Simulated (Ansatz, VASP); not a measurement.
Two plane-wave programs on Mg2CdO3

```xyz
6
Lattice="3.1181 0.0000 0.0000 -1.5590 2.7004 0.0000 0.0000 0.0000 7.7863" Properties=species:S:1:pos:R:3 pbc="T T T"
Mg    0.0000    1.8002    5.1099
Mg    1.5590    0.9001    2.6764
Cd    0.0000    0.0000    0.0000
O     0.0000    0.0000    3.8931
O     0.0000    1.8002    1.5181
O     1.5590    0.9001    6.2682
```

Alike in both runs: functional PBE; k mesh 12 × 12 × 4; occupations gaussian, width 0.02 eV; no spin polarisation.

Ansatz relaxed the structure, and its values are those at the end. VASP's run is a single point on that final structure, the one shown.

|  | VASP | Ansatz |
| --- | --- | --- |
| version | VASP 6.6.1 | Ansatz 0.2.0 |
| potentials or method | VASP PAW PBE potentials, release 64 (Mg, Cd, O), cutoff 520 eV | scalar-relativistic, plane waves, PAW |
| valence electrons in the cell | 34 | 58 |

|  | VASP | Ansatz | Ansatz less VASP |
| --- | --- | --- | --- |
| gap on the k mesh at the Fermi level (eV) | 1.93 | 1.95 | +0.018 |
| least direct gap on the mesh (eV) | 2.07 | 2.09 | +0.017 |
| pressure (GPa) | 0.2 | 0.0 | -0.17 |
| rms of the force components (eV/Å) | 0.039 | 0.001 | -0.0381 |

The functional is the same, so the differences come from potentials, cutoffs and numerics. VASP's potentials hold 34 valence electrons a cell and Ansatz's 58, so a difference there can come from the potentials and not from the codes.
